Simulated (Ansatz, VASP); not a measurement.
# Bi2Se3 in VASP and in Ansatz

```
Bi Se
1.0
     2.03808    1.17669    9.86091
    -2.03808    1.17669    9.86091
     0.00000   -2.35337    9.86091
Bi Se
2 3
Direct
  0.40080 0.40080 0.40080
  0.59920 0.59920 0.59920
  0.00000 0.00000 0.00000
  0.21170 0.21170 0.21170
  0.78830 0.78830 0.78830
```

Alike in both runs: task single point; functional PBE; k mesh 12 × 12 × 12; occupations gaussian, width 0.03 eV; no spin polarisation.

|  | VASP | Ansatz |
| --- | --- | --- |
| version | VASP 6.6.1 | Ansatz 0.2.0 |
| potentials or method | VASP PAW PBE potentials, release 64 (Bi_d, Se), cutoff 520 eV | scalar-relativistic, plane waves, PAW |
| valence electrons in the cell | 48 | 78 |

```tsv
	VASP	Ansatz	Ansatz less VASP
gap on the k mesh at the Fermi level (eV)	0.37	0.37	+0.001
least direct gap on the mesh (eV)	0.37	0.37	+0.001
pressure (GPa)	2.6	2.6	-0.02
traceless stress, the component that is largest in VASP (GPa)	-1.33	-1.33	-0.003
rms of the force components (eV/Å)	0.080	0.075	-0.0046
```

Atom by atom the forces differ by 0.006 eV/Å (rms over components). VASP's potentials hold 48 valence electrons a cell and Ansatz's 78, so a difference there can come from the potentials and not from the codes.

Spin-orbit coupling is off throughout.
